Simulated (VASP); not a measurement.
Here is a VASP 6.6.1 calculation.

File INCAR:

```
  PREC = Accurate
  ENCUT = 520
  EDIFF = 1E-6
  ISMEAR = 0
  SIGMA = 0.15
  LREAL = False
  LASPH = True
  NELM = 80
  ALGO = Fast
  ISIF = 2
  LWAVE = False
  LCHARG = True
  GGA = PE
  LELF = True
  LVHAR = True
  NBANDS = 16
```

Contents of KPOINTS:

```
regular mesh
0
Gamma
  24 24 22
```

Contents of POSCAR:

```
WC
1.0
    2.8633362180      0.0000000000      0.0000000000
   -1.4316681090      2.5303284738      0.0000000000
    0.0000000000      0.0000000000      2.8470758829
W C
1 1
Direct
    0.0000000000      0.0000000000      0.0000000000
    0.6666666667      0.3333333333      0.5000000000
```

Potentials or basis: VASP PAW PBE potentials, release 64 (W_sv, C).

The run is started by

```console
$ cat potpaw_PBE.64/W_sv/POTCAR potpaw_PBE.64/C/POTCAR > POTCAR
$ mpirun -np 1 vasp_std > vasp.out
```

(1) What does it give for the largest force?

(2) Estimate the pressure.

(3) What does it give for the band gap on the k mesh?

Results:

(1) 0.110 eV/Å.

(2) 9.1 GPa.

(3) zero (bands 9 and 10 overlap by 1.24 eV).

Caveat: the cell differs from its parent crystal (strain -0.0200 x Voigt [1, 0, 0, 0, 0, 0]); the stress differs along the axes, from 5 to 17 GPa; spin-orbit coupling is left out, which moves the levels of the heavy elements.
